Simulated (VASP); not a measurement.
Set up this calculation in VASP 6.6.1, as the native input.

* Task: single point
* Functional: PBE
* Potentials or basis: VASP PAW PBE potentials, release 64 (Co, Al)
* Cutoff: 520 eV
* k mesh: 15 × 15 × 15
* Occupations: fermi-dirac, width 0.05 eV
* Spin: no spin polarisation
* Dipole correction: no
* Further INCAR settings: ALGO = Normal; EDIFF = 1e-06; NBANDS = 13

The structure of AlCo (rocksalt type) lies in POSCAR:

```
AlCo
1.0
    0.0000000000      2.3943587315      2.3943587315
    2.3943587315      0.0000000000      2.3943587315
    2.3943587315      2.3943587315      0.0000000000
Co Al
1 1
Direct
    0.0000000000      0.0000000000      0.0000000000
    0.5000000000      0.5000000000      0.5000000000
```

The input as run:

INCAR

```
SYSTEM = AlCo
ALGO = Normal
EDIFF = 1E-6
ENCUT = 520
GGA = PE
ISIF = 2
ISMEAR = -1
LASPH = .True.
LCHARG = .False.
LREAL = .False.
LWAVE = .False.
NBANDS = 13
NELM = 80
PREC = Accurate
SIGMA = 0.05
```

KPOINTS

```
k-points
0
Gamma
  15 15 15
  0 0 0
```

Potentials or basis: VASP PAW PBE potentials, release 64 (Co, Al).

Run with:

```console
$ cat potpaw_PBE.64/Co/POTCAR potpaw_PBE.64/Al/POTCAR > POTCAR
$ mpirun -np 1 vasp_std > vasp.out
```

Results of the run:

- Pressure: -0.1 GPa
- Band gap on the k mesh: zero (bands 6 and 7 overlap by 0.10 eV)

Caveat: the run has no spin polarisation, though such a crystal can be magnetic.

Run time: 70 s on 1 thread of Intel Xeon 8259CL, on a shared host, peak memory 0.19 GiB.
